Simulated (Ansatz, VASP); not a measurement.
Two plane-wave programs on SnSe

```
CELL_PARAMETERS angstrom
0.00000 3.03184 3.03184
3.03184 0.00000 3.03184
3.03184 3.03184 0.00000
ATOMIC_POSITIONS crystal
Sn 0.00000 0.00000 0.00000
Se 0.50000 0.50000 0.50000
```

Alike in both runs: task single point; functional r2SCAN; k mesh 6 × 6 × 6; occupations fermi-dirac, width 0.02 eV; no spin polarisation.

|  | VASP | Ansatz |
| --- | --- | --- |
| version | VASP 6.6.1 | Ansatz 0.2.0 |
| potentials or method | VASP PAW PBE potentials, release 64 (Sn_d, Se) | plane waves, PAW |
| plane-wave cutoff (eV) | 520 | 500 |
| valence electrons in the cell | 20 | 30 |

|  | VASP | Ansatz | Ansatz less VASP |
| --- | --- | --- | --- |
| pressure (GPa) | -1.5 | -1.5 | 0.00 |

VASP's potentials were made for PBE, not for r2SCAN. VASP's potentials hold 20 valence electrons a cell and Ansatz's 30, so a difference there can come from the potentials and not from the codes.
